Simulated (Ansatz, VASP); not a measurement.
# Zr in VASP and in Ansatz

```
Zr
1.0
     3.16602    0.00000    0.00000
    -1.58301    2.74185    0.00000
     0.00000    0.00000    5.04193
Zr
2
Direct
  0.33333 0.66667 0.25000
  0.66667 0.33333 0.75000
```

Change from the starting cell: volume scaled by 0.94.

Alike in both runs: task single point; functional PBEsol; k mesh 13 × 13 × 7; occupations fermi-dirac, width 0.08 eV; no spin polarisation.

|  | VASP | Ansatz |
| --- | --- | --- |
| version | VASP 6.6.1 | Ansatz 0.2.0 |
| potentials or method | VASP PAW PBE potentials, release 64 (Zr_sv), cutoff 520 eV | all-electron LAPW, scalar-relativistic |

```tsv
	VASP	Ansatz	Ansatz less VASP
pressure (GPa)	2.8	2.8	-0.03
traceless stress, the component that is largest in VASP (GPa)	0.84	0.84	-0.002
```

VASP's potentials were made for PBE, not for PBEsol. Ansatz ran all-electron here, and VASP with PAW potentials.
